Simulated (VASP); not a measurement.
# WS2: single point with PBE+D3(BJ)

The system is WS2, a slab with vacuum.

```
S W
1.0
     3.15955    0.00000    0.00000
    -1.57977    2.73625    0.00000
     0.00000    0.00000   23.80426
S W
4 2
Direct
  0.33333 0.66667 0.18904
  0.33333 0.66667 0.32146
  0.33333 0.66667 0.44497
  0.33333 0.66667 0.57739
  0.66667 0.33333 0.25525
  0.66667 0.33333 0.51118
```

- Program: VASP 6.6.1
- Task: single point
- Functional: PBE
- Dispersion: D3(BJ)
- Potentials or basis: VASP PAW PBE potentials, release 64 (S, W_sv)
- Cutoff: 520 eV
- k mesh: 9 × 9 × 1
- Occupations: gaussian, width 0.05 eV
- Spin: no spin polarisation

The largest force is 0.663 eV/Å, the band gap on the k mesh is 1.22 eV (least direct gap 1.87 eV) and the dispersion energy per atom is -0.369 eV.

Forces on the atoms (eV/Å):
```
S    0.000  0.000 -0.010
S    0.000  0.000 -0.663
S    0.000  0.000  0.663
S    0.000  0.000  0.010
W    0.000  0.000 -0.038
W    0.000  0.000  0.038
```

Levels at points of the mesh, in eV from the valence-band top:
```csv
k point,band 22,band 23,band 24,band 25,band 26,band 27,band 28,band 29,band 30,band 31
"(0.00, 0.00, 0.00)",-2.16,-2.15,-2.15,-1.00,0.00,2.20,2.20,2.37,2.37,2.41
```

Run time: 120 s on 1 thread of Intel(R) Xeon(R) Platinum 8259CL CPU @ 2.50GHz (Skylake/Cascade Lake) (shared host), peak memory 0.34 GiB.

Caveat: spin-orbit coupling is left out, which moves the levels of the heavy elements.
